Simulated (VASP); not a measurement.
A run of VASP 6.6.1 is set up as follows.

INCAR

```
  PREC = Accurate
  ENCUT = 520
  EDIFF = 1E-6
  ISMEAR = 0
  SIGMA = 0.1
  LREAL = False
  LASPH = True
  NELM = 60
  ALGO = Fast
  ISIF = 2
  LWAVE = False
  LCHARG = False
  GGA = PE
  NBANDS = 19
```

KPOINTS

```
Automatic mesh
0
Gamma
  18 18 4
```

The input POSCAR:

```
Al4Ni
1.0
    2.8054710502      0.0000000000      0.0000000000
   -1.4027355251      2.4296091991      0.0000000000
    0.0000000000      0.0000000000     11.0028269676
Al Ni
4 1
Direct
    0.3333333333      0.6666666667      0.8284872606
    0.3333333333      0.6666666667      0.3894421441
    0.6666666667      0.3333333333      0.1715127394
    0.6666666667      0.3333333333      0.6105578559
    0.0000000000      0.0000000000      0.0000000000
```

Potentials or basis: VASP PAW PBE potentials, release 64 (Al, Ni).

Launch:

```sh
$ cat potpaw_PBE.64/Al/POTCAR potpaw_PBE.64/Ni/POTCAR > POTCAR
$ mpirun -np 1 vasp_std > vasp.out
```

(1) Estimate the band gap on the k mesh.

(2) Estimate the pressure.

## Answers

(1) zero (band 11 reaches 9.94 eV, above the bottom of band 12 at 7.55 eV).

(2) -0.1 GPa.
